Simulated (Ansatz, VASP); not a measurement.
**Two plane-wave programs on Hf3H**

```
CELL_PARAMETERS angstrom
0.00000 3.36359 3.36359
3.36359 0.00000 3.36359
3.36359 3.36359 0.00000
ATOMIC_POSITIONS crystal
Hf 0.75000 0.75000 0.75000
Hf 0.50000 0.50000 0.50000
Hf 0.25000 0.25000 0.25000
H 0.00000 0.00000 0.00000
```

Change from the starting cell: species swapped into the GdMg3 type (Fm-3m, No. 225).

Alike in both runs: functional PBE; k mesh 5 × 5 × 5; occupations gaussian, width 0.2 eV; no spin polarisation.

Ansatz relaxed the structure, and its values are those at the end. VASP's run is a single point on that final structure, the one shown.

|  | VASP | Ansatz |
| --- | --- | --- |
| version | VASP 6.6.1 | Ansatz 0.2.0 |
| potentials or method | VASP PAW PBE potentials, release 64 (Hf_pv, H), cutoff 500 eV | scalar-relativistic, plane waves, PAW |
| valence electrons in the cell | 31 | 79 |

```tsv
	VASP	Ansatz	Ansatz less VASP
gap on the k mesh at the Fermi level (eV)	none	none	-
pressure (GPa)	-0.9	-0.6	+0.27
```

A gap of «none» marks a metal or a gap that the smearing closes. With one functional, cell and mesh, what is left measures potentials, basis and numerics. VASP's potentials hold 31 valence electrons a cell and Ansatz's 79, so a difference there can come from the potentials and not from the codes.

Spin-orbit coupling is off throughout.
